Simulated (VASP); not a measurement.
# RuCl2 (P-3m1) in VASP: single point with PBEsol

Aim: the single point of RuCl2 with PBEsol.

All numbers are computed with VASP 6.6.1; they aren't measurements. Logs are shortened: lines on timing, memory, paths and dates and some standing lists are left out, and cuts for length are marked.

## Step 1: The cell of the first run

It takes space group P-3m1 (No. 164, trigonal). Conventional cell: a = 3.550 Å, b = 3.550 Å, c = 5.726 Å, α = 90.00°, β = 90.00°, γ = 120.00°. Ru (site symmetry -3m) has 6 Cl at 2.51 Å within 3.3 Å. Cl (site symmetry 3m) has 3 Ru at 2.51 Å within 3.3 Å.

## Step 2: Single point, PBEsol, collinear spin, ferromagnetic start

INCAR

```
PREC = Accurate ; ENCUT = 560
EDIFF = 1E-6 ; ISMEAR = 0
SIGMA = 0.05 ; LREAL = F
LASPH = T ; NELM = 200
ALGO = Normal ; ISIF = 2
LWAVE = F ; LCHARG = T
ISPIN = 2 ; MAGMOM = 1 0 0
LORBIT = 11 ; NUPDOWN = 1.0
LMAXMIX = 4 ; GGA = PS
LELF = T ; LVHAR = T
NBANDS = 26 ; GGA_COMPAT = F
```

KPOINTS

```
Automatic mesh
0
Gamma
  6 6 4
```

POSCAR

```
RuCl2
1.0
    3.5496909800      0.0000000000      0.0000000000
   -1.7748454900      3.0741225600      0.0000000000
    0.0000000000      0.0000000000      5.7263882700
Ru Cl
1 2
Direct
    0.0000000000      0.0000000000      0.0000000000
    0.3333333333      0.6666666667      0.2520000000
    0.6666666667      0.3333333333      0.7480000000
```

Potentials or basis: VASP PAW PBE potentials, release 64 (Ru_sv, Cl).

Started as:

```
> cat potpaw_PBE.64/Ru_sv/POTCAR potpaw_PBE.64/Cl/POTCAR > POTCAR
> mpirun -np 1 vasp_std > vasp.out
```

OUTCAR:

```text
PREC = Accurate
   ENCUT = 560
   EDIFF = 1E-6
   ISMEAR = 0
   LREAL = F
   LASPH = T
   NELM = 200
   ISIF = 2
   ISPIN = 2
   LORBIT = 11
   NUPDOWN = 1.0
   GGA = PS

 ion  position               nearest neighbor table
   1  0.000  0.000  0.000-   2 2.51   3 2.51   3 2.51   2 2.51   3 2.51   2 2.51
   2  0.333  0.667  0.252-   1 2.51   1 2.51   1 2.51
   3  0.667  0.333  0.748-   1 2.51   1 2.51   1 2.51

  LATTYP: Found a hexagonal cell.
 ALAT       =     3.5496909800
 C/A-ratio  =     1.6132075446

  Lattice vectors:

 A1 = (   3.5496909800,   0.0000000000,   0.0000000000)
 A2 = (  -1.7748454900,   3.0741225600,   0.0000000000)
 A3 = (   0.0000000000,   0.0000000000,   5.7263882700)

Analysis of symmetry for initial positions (statically):
=====================================================================
 Subroutine PRICEL returns:
 Original cell was already a primitive cell.

 Routine SETGRP: Setting up the symmetry group for a
 hexagonal supercell.

 Subroutine GETGRP returns: Found 12 space group operations
 (whereof 12 operations were pure point group operations)
 out of a pool of 24 trial point group operations.

The static configuration has the point symmetry D_3d.

Analysis of symmetry for dynamics (positions and initial velocities):
=====================================================================
 Subroutine PRICEL returns:
 Original cell was already a primitive cell.

 Routine SETGRP: Setting up the symmetry group for a
 hexagonal supercell.

 Subroutine GETGRP returns: Found 12 space group operations
 (whereof 12 operations were pure point group operations)
 out of a pool of 24 trial point group operations.

The dynamic configuration has the point symmetry D_3d.

Analysis of structural, dynamic, and magnetic symmetry:
=====================================================================
 Subroutine PRICEL returns:
 Original cell was already a primitive cell.

 Routine SETGRP: Setting up the symmetry group for a
 hexagonal supercell.

 Subroutine GETGRP returns: Found 12 space group operations
 (whereof 12 operations were pure point group operations)
 out of a pool of 24 trial point group operations.

The overall configuration has the point symmetry D_3d.

 Subroutine INISYM returns: Found 12 space group operations
 (whereof 12 operations are pure point group operations),
 and found     1 'primitive' translations

----------------------------------------------------------------------------------------

                                     Primitive cell

  volume of cell :      62.4874

  direct lattice vectors                    reciprocal lattice vectors
     3.549690980  0.000000000  0.000000000     0.281714664  0.162648037  0.000000000
    -1.774845490  3.074122560  0.000000000     0.000000000  0.325296074  0.000000000
     0.000000000  0.000000000  5.726388270     0.000000000  0.000000000  0.174630143

  length of vectors
     3.549690980  3.549690976  5.726388270     0.325296074  0.325296074  0.174630143

  position of ions in fractional coordinates (direct lattice)
     0.000000000  0.000000000  0.000000000
     0.333333333  0.666666667  0.252000000
     0.666666667  0.333333333  0.748000000

  ion indices of the primitive-cell ions
   primitive index   ion index
                 1           1
                 2           2
                 3           3

----------------------------------------------------------------------------------------

 KPOINTS: Automatic mesh

Automatic generation of k-mesh.
 Grid dimensions read from file:
 generate k-points for:    6    6    4

 Generating k-lattice:

  Cartesian coordinates                     Fractional coordinates (reciprocal lattice)
     0.046952444  0.027108006  0.000000000     0.166666667 -0.000000000  0.000000000
     0.000000000  0.054216012  0.000000000     0.000000000  0.166666667  0.000000000
     0.000000000  0.000000000  0.043657536     0.000000000  0.000000000  0.250000000

  Length of vectors
     0.054216012  0.054216012  0.043657536

  Shift w.r.t. Gamma in fractional coordinates (k-lattice)
     0.000000000  0.000000000  0.000000000

 Subroutine IBZKPT returns following result:
 ===========================================

 Found     24 irreducible k-points:

 Following reciprocal coordinates:
            Coordinates               Weight
  0.000000  0.000000  0.000000      1.000000
  0.166667 -0.000000  0.000000      6.000000
  0.333333  0.000000  0.000000      6.000000
  0.500000  0.000000  0.000000      3.000000
  0.166667  0.166667  0.000000      6.000000
  0.333333  0.166667  0.000000     12.000000
[... 16 lines left out ...]
  0.333333  0.166667  0.500000     12.000000
  0.333333  0.333333  0.500000      2.000000
   k-points           NKPTS =     24   k-points in BZ     NKDIM =     24   number of bands    NBANDS=     26
   number of dos      NEDOS =    301   number of ions     NIONS =      3
   total plane-waves  NPLWV =  37632
   dimension x,y,z NGX =    28 NGY =   28 NGZ =   48
   dimension x,y,z NGXF=    56 NGYF=   56 NGZF=   96
   ions per type =               1   2
   NGX,Y,Z   is equivalent  to a cutoff of  13.11, 13.11, 13.94 a.u.
   NGXF,Y,Z  is equivalent  to a cutoff of  26.23, 26.23, 27.87 a.u.
 SYSTEM =  unknown system
   PREC   = accura    normal or accurate (medium, high low for compatibility)
   ISTART =      0    job   : 0-new  1-cont  2-samecut
   ICHARG =      2    charge: 1-file 2-atom 10-const
   ISPIN  =      2    spin polarized calculation?
   LNONCOLLINEAR =      F non collinear calculations
   LSORBIT =      F    spin-orbit coupling
   LASPH  =      T    aspherical Exc in radial PAW
   ENCUT  =  560.0 eV  41.16 Ry    6.42 a.u.   6.85  6.85 11.05*2*pi/ulx,y,z
   NELM   =    200;   NELMIN=  2; NELMDL= -5     # of ELM steps
   EDIFF  = 0.1E-05   stopping-criterion for ELM
   LREAL  =      F    real-space projection
   EDIFFG = 0.1E-04   stopping-criterion for IOM
   NSW    =      0    number of steps for IOM
   IBRION =     -1    ionic relax: 0-MD 1-quasi-New 2-CG
   NFREE  =      0    steps in history (QN), initial steepest desc. (CG)
   ISIF   =      2    stress and relaxation
   ISYM   =      2    0-nonsym 1-usesym 2-fastsym
   POTIM  = 0.5000    time-step for ionic-motion
   TEBEG  =    0.0;   TEEND  =   0.0 temperature during run
   PSTRESS=    0.0 pullay stress
   NELECT =      30.0000    total number of electrons
   NUPDOWN=       1.0000    fix difference up-down
   EMIN   =  10.00;   EMAX   =-10.00  energy-range for DOS
   EFERMI =   0.00;   METHOD = LEGACY
   ISMEAR =     0;   SIGMA  =   0.05  broadening in eV -4-tet -1-fermi 0-gaus
   EFERMI_NEDOS =   21; number of points for ismear=-14 and -15
   IALGO  =     38    algorithm
   IMIX   =      4    mixing-type and parameters
     AMIX     =   0.40;   BMIX     =  1.00
     AMIX_MAG =   1.60;   BMIX_MAG =  1.00
  volume/ion in A,a.u.               =      20.83       140.56
  Fermi-wavevector in a.u.,A,eV,Ry     =   1.281891  2.422423 22.357697  1.643244
  Thomas-Fermi vector in A             =   2.414234
   LORBIT       =     11    0 simple, 1 ext, 2 COOP (PROOUT), +10 PAW based schemes
   GGA     = PS    functional components
   LHFCALC =     F    Hartree Fock is set to
   AEXX    =    0.0000 exact exchange contribution
   IVDW    =     0    specifies the selected vdW correction
   LEPSILON=     F    determine dielectric tensor
   LRPA    =     F    only Hartree local field effects (RPA)
 spin polarized calculation
 Gauss-broadening in eV      SIGMA  =   0.05
  energy-cutoff  :      560.00
  volume of cell :       62.49
 maximum number of plane-waves:      1899
   NGX = 13   NGY = 13   NGZ = 23

 number of electron      30.0000000 magnetization       1.0000000

 Free energy of the ion-electron system (eV)
  ---------------------------------------------------
  ext. energy  EPLUGINS =         0.00000000
  ---------------------------------------------------
  free energy    TOTEN  =       -14.27310184 eV

  energy without entropy =      -14.26238983  energy(sigma->0) =      -14.26774584

 E-fermi :   5.5008     XC(G=0): -10.1213

 val. band max:        5.9997625928   @ k =   0.3333   0.1667   0.0000
 cond. band min:       5.5056872575   @ k =   0.3333   0.0000   0.5000
 fundamental gap:     -0.4940753352
 Fermi energy:         6.0070459443

 spin component 1

 k-point     1 :       0.0000    0.0000    0.0000
  band No.  band energies     occupation
      1     -67.0786      1.00000
      2     -37.2088      1.00000
      3     -37.0790      1.00000
      4     -37.0790      1.00000
      5     -11.5478      1.00000
      6     -10.6403      1.00000
[... 18 lines left out ...]
     25      17.8560      0.00000
     26      18.9236      0.00000
[... 643 lines left out ...]
      3     -37.1112      1.00000
      4     -37.1112      1.00000
      5     -10.6315      1.00000
      6     -10.6315      1.00000
[... 18 lines left out ...]
     25      16.8819      0.00000
     26      19.3195      0.00000
 Fermi energy:         5.5008403185

 spin component 2

 k-point     1 :       0.0000    0.0000    0.0000
  band No.  band energies     occupation
      1     -66.4594      1.00000
      2     -36.5679      1.00000
      3     -36.4250      1.00000
      4     -36.4250      1.00000
      5     -11.4907      1.00000
      6     -10.5885      1.00000
[... 18 lines left out ...]
     25      17.9700      0.00000
     26      19.0642      0.00000
[... 644 lines left out ...]
      4     -36.4581      1.00000
      5     -10.5744      1.00000
      6     -10.5744      1.00000
[... 18 lines left out ...]
     25      16.9989      0.00000
     26      19.3878      0.00000

------------------------ aborting loop because EDIFF is reached ----------------------------------------

  FORCE on cell =-STRESS in cart. coord.  units (eV):
  Direction    XX          YY          ZZ          XY          YZ          ZX
  --------------------------------------------------------------------------------------
  -------------------------------------------------------------------------------------
  Total       -3.4168696     -3.4168695     -3.1943807      0.0000000      0.0000000      0.0000000
  in kB      -87.6085444    -87.6085441    -81.9039286      0.0000000      0.0000000      0.0000000
  external PRESSURE =     -85.7070057 kB  Pullay stress =       0.0000000 kB

 VOLUME and BASIS-vectors are now :
 -----------------------------------------------------------------------------
  energy-cutoff  :      560.00
  volume of cell :       62.49
      direct lattice vectors                 reciprocal lattice vectors
     3.549690980  0.000000000  0.000000000     0.281714664  0.162648037  0.000000000
    -1.774845490  3.074122560  0.000000000     0.000000000  0.325296074  0.000000000
     0.000000000  0.000000000  5.726388270     0.000000000  0.000000000  0.174630143

 POSITION                                       TOTAL-FORCE (eV/Angst)
 -----------------------------------------------------------------------------------
      0.00000      0.00000      0.00000        -0.000000      0.000000      0.000000
     -0.00000      2.04942      1.44305         0.000000     -0.000000     -1.200741
      1.77485      1.02471      4.28334        -0.000000      0.000000      1.200741
 -----------------------------------------------------------------------------------
    total drift:                                0.000000     -0.000000      0.000000

  FREE ENERGIE OF THE ION-ELECTRON SYSTEM (eV)
  ---------------------------------------------------
  free  energy   TOTEN  =       -14.2731018450 eV

  energy  without entropy=      -14.2623898342  energy(sigma->0) =      -14.26774584

 total charge

# of ion       s       p       d       tot
------------------------------------------
    1        2.107   6.005   5.410  13.522
    2        1.594   3.409   0.000   5.003
    3        1.594   3.409   0.000   5.003
--------------------------------------------------
tot          5.295  12.823   5.410  23.528

 magnetization (x)

# of ion       s       p       d       tot
------------------------------------------
    1        0.005   0.004   0.798   0.807
    2        0.005   0.024   0.000   0.029
    3        0.005   0.024   0.000   0.029
--------------------------------------------------
tot          0.016   0.052   0.798   0.866
```

Run time: 40 s. Hardware: 1 thread of Intel Xeon 6975P-C (Granite Rapids), shared host; peak memory 0.23 GiB.

Results:

| Item | Value |
| --- | --- |
| Free energy | -14.2731 eV |
| Pressure | -8.6 GPa |
| Largest force | 1.201 eV/Å |
| Net moment | 1.00 μB per cell |
| Site moments | Ru +0.81; Cl +0.03 μB |
| Valence electrons inside the program's atomic spheres | Ru 13.52; Cl 5.00 |

Forces in eV/Å, atoms in the order of the input:
```
Ru   0.000  0.000  0.000
Cl   0.000  0.000 -1.201
Cl   0.000  0.000  1.201
```

Caveat: the cell stands under tension; the PAW data sets were made with another functional, which shifts forces and pressure a little; the total moment is fixed, so each spin has its own Fermi level and the state may be an excited one.
